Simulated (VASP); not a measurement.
A run of VASP 6.6.1 is set up as follows.

The input POSCAR:

```
Au
1.0
   -1.6075509300      1.6075509300      1.6075509300
    1.6075509300     -1.6075509300      1.6075509300
    1.6075509300      1.6075509300     -1.6075509300
Au
1
Direct
    0.0000000000      0.0000000000      0.0000000000
```

Contents of INCAR.step1:

```
SYSTEM = Au
PREC = Accurate ; ENCUT = 520
ISMEAR = 0 ; SIGMA = 0.15
LREAL = .FALSE. ; LASPH = .TRUE.
NELM = 60 ; NBANDS = 12
GGA = PE ; ALGO = Normal
EDIFF = 1E-4 ; LWAVE = .TRUE.
LCHARG = .FALSE.
```

INCAR.step2

```
SYSTEM = Au
PREC = Accurate ; ENCUT = 520
EDIFF = 1E-7 ; ISMEAR = 0
SIGMA = 0.15 ; LREAL = .FALSE.
LASPH = .TRUE. ; NELM = 60
ALGO = Normal ; ISIF = 2
LWAVE = .FALSE. ; LCHARG = .TRUE.
METAGGA = R2SCAN ; LMIXTAU = .TRUE.
LELF = .TRUE. ; LVHAR = .TRUE.
NBANDS = 12 ; ISTART = 1
```

File KPOINTS:

```
regular mesh
0
G
  20 20 20
  0 0 0
```

Potentials or basis: VASP PAW PBE potentials, release 64 (Au).

Launch:

```bash
$ cat potpaw_PBE.64/Au/POTCAR > POTCAR
$ cp INCAR.step1 INCAR
$ mpirun -np 1 vasp_std > vasp.out
$ cp INCAR.step2 INCAR
$ mpirun -np 1 vasp_std > vasp.out
```

Task: Predict the pressure.

Result: 10.6 GPa.

Task: What does it give for the band gap on the k mesh?

Result: Zero (an odd number of electrons rules out a gap without spin polarisation).

Caveat: the cell differs from its parent crystal (strain -0.030 along x and y, -0.030 along z); the cell stands under pressure; the PAW data sets were made with another functional, which shifts forces and pressure a little; spin-orbit coupling is left out, which moves the levels of the heavy elements.
